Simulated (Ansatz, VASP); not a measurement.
SiNi: VASP beside Ansatz

File INCAR:

```
SYSTEM = SiNi
PREC     = Accurate       ! precision mode
ENCUT    = 520            ! plane-wave cutoff, eV
EDIFF    = 1E-6           ! SCF threshold, eV
ISMEAR   = -1             ! smearing method
SIGMA    = 0.08           ! smearing width, eV
LREAL    = .False.        ! projectors in reciprocal space
LASPH    = .True.         ! aspherical terms in the spheres
NELM     = 60             ! most SCF steps
ALGO     = Normal         ! electronic algorithm
ISIF     = 2              ! what is computed and relaxed
LWAVE    = .False.        ! write WAVECAR
LCHARG   = .False.        ! write CHGCAR
GGA      = PS             ! functional
NBANDS   = 14             ! bands
```

File KPOINTS:

```
regular mesh
0
Gamma
  14 14 14
  0 0 0
```

POSCAR

```
SiNi
1.0
    0.0000000000      2.1740034577      2.1740034577
    2.1740034577      0.0000000000      2.1740034577
    2.1740034577      2.1740034577      0.0000000000
Ni Si
1 1
Direct
    0.0000000000      0.0000000000      0.0000000000
    0.5000000000      0.5000000000      0.5000000000
```

Input for Ansatz:

```yaml
crystal:
  lattice:
    - [0.0, 2.1740034577, 2.1740034577]
    - [2.1740034577, 0.0, 2.1740034577]
    - [2.1740034577, 2.1740034577, 0.0]
  atoms:
    - { symbol: Ni, position: [0.0, 0.0, 0.0] }
    - { symbol: Si, position: [0.5, 0.5, 0.5] }
kpoints:
  mp_grid: { grid: [14, 14, 14] }
scf:
  occupations: { method: fermi_dirac, width: 0.08 }
hamiltonian:
  xc: pbesol
  pseudopotentials: { kind: all_electron, lapw: { basis_error: 0.001 } }
output:
  forces: true
  stress: true
  eigenvalues: true
  populations: true
```

Change from the starting cell: volume scaled by 0.8, LAPW.

Alike in both runs: task single point; functional PBEsol; k mesh 14 × 14 × 14; occupations fermi-dirac, width 0.08 eV; no spin polarisation.

```csv
,VASP,Ansatz
version,VASP 6.6.1,Ansatz 0.2.0
potentials or method,"VASP PAW PBE potentials, release 64 (Ni, Si), cutoff 520 eV","all-electron LAPW, scalar-relativistic"
```

```tsv
	VASP	Ansatz	Ansatz less VASP
pressure (GPa)	57.5	57.1	-0.35
```

VASP's potentials were made for PBE, not for PBEsol. Both programs put the cell under a high pressure, so it lies far from rest at this level. Ansatz ran all-electron here, and VASP with PAW potentials.
